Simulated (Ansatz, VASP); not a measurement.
Two plane-wave programs on Nb2MoN3

Contents of INCAR:

```
PREC     = Accurate       # precision mode
ENCUT    = 600            # plane-wave cutoff, eV
EDIFF    = 1E-7           # SCF threshold, eV
ISMEAR   = 0              # smearing method
SIGMA    = 0.15           # smearing width, eV
LREAL    = False          # projectors in reciprocal space
LASPH    = True           # aspherical terms in the spheres
NELM     = 200            # most SCF steps
ALGO     = Normal         # electronic algorithm
ISIF     = 3              # what is computed and relaxed
LWAVE    = False          # write WAVECAR
LCHARG   = False          # write CHGCAR
ISPIN    = 2              # spin polarisation
MAGMOM   = 0 0 1 0 0 0    # initial moments
LORBIT   = 11             # projections on sites
LMAXMIX  = 4              # l up to which the mixer works
GGA      = PE             # functional
IBRION   = 2              # ionic algorithm
NSW      = 36             # ionic steps
EDIFFG   = -0.08          # ionic threshold
GGA_COMPAT= False        
NELMIN   = 4
```

The input KPOINTS:

```
regular mesh
0
Gamma
  3 3 4
```

Contents of POSCAR:

```
Nb2MoN3
1.0
    5.2544068700      0.0000000000      0.0000000000
   -2.6272034400      4.5504498300      0.0000000000
    0.0000000000      0.0000000000      2.9134357200
Nb Mo N
2 1 3
Direct
    0.3333333300      0.6666666700      0.0000000000
    0.6666666700      0.3333333300      0.0000000000
    0.0000000000      0.0000000000      0.0000000000
    0.3333000000      0.0000000000      0.5000000000
    0.6667000000      0.6667000000      0.5000000000
    0.0000000000      0.3333000000      0.5000000000
```

Input for Ansatz:

```yaml
crystal:
  lattice:
    - [5.25440687, 0.0, 0.0]
    - [-2.62720344, 4.55044983, 0.0]
    - [0.0, 0.0, 2.91343572]
  atoms:
    - { symbol: Nb, position: [0.33333333, 0.66666667, 0.0] }
    - { symbol: Nb, position: [0.66666667, 0.33333333, 0.0] }
    - { symbol: Mo, position: [0.0, 0.0, 0.0], spin: 1.0 }
    - { symbol: "N", position: [0.3333, 0.0, 0.5] }
    - { symbol: "N", position: [0.6667, 0.6667, 0.5] }
    - { symbol: "N", position: [0.0, 0.3333, 0.5] }
basis:
  ecutwfc: 420
kpoints:
  mp_grid: { grid: [3, 3, 4] }
hamiltonian:
  xc: pbe
scf:
  occupations: { method: gaussian, width: 0.15 }
  lower_state_search: "off"
output:
  forces: true
  stress: true
  eigenvalues: true
  populations: true
magnetization:
  spin_polarized: true
relax:
  adjacent_minimum: "off"
  f_tol: 0.08
  max_steps: 16
  cell: { stress_tol: 0.8 }
```

Alike in both runs: task relaxation of cell and atoms; functional PBE; k mesh 3 × 3 × 4; occupations gaussian, width 0.15 eV; collinear spin.

|  | VASP | Ansatz |
| --- | --- | --- |
| version | VASP 6.6.1 | Ansatz 0.2.0 |
| potentials or method | VASP PAW PBE potentials, release 64 (Nb_sv, Mo_sv, N), cutoff 600 eV | scalar-relativistic, plane waves, PAW |
| valence electrons in the cell | 55 | 55 |

```tsv
	VASP	Ansatz	Ansatz less VASP
gap on the k mesh at the Fermi level, each at its own relaxed structure (eV)	none	none	-
net moment per atom (μB)	0.00	0.00	0.000
relaxed volume (Å³/atom)	10.65	10.69	+0.034
relaxed cell length with the largest relative difference (Å)	5.077	5.084	+0.0070
```

A gap of «none» marks a metal or a gap that the smearing closes. Ansatz's warnings: seeded moment not kept.

The k mesh is coarse, so the values compare programs but aren't converged.
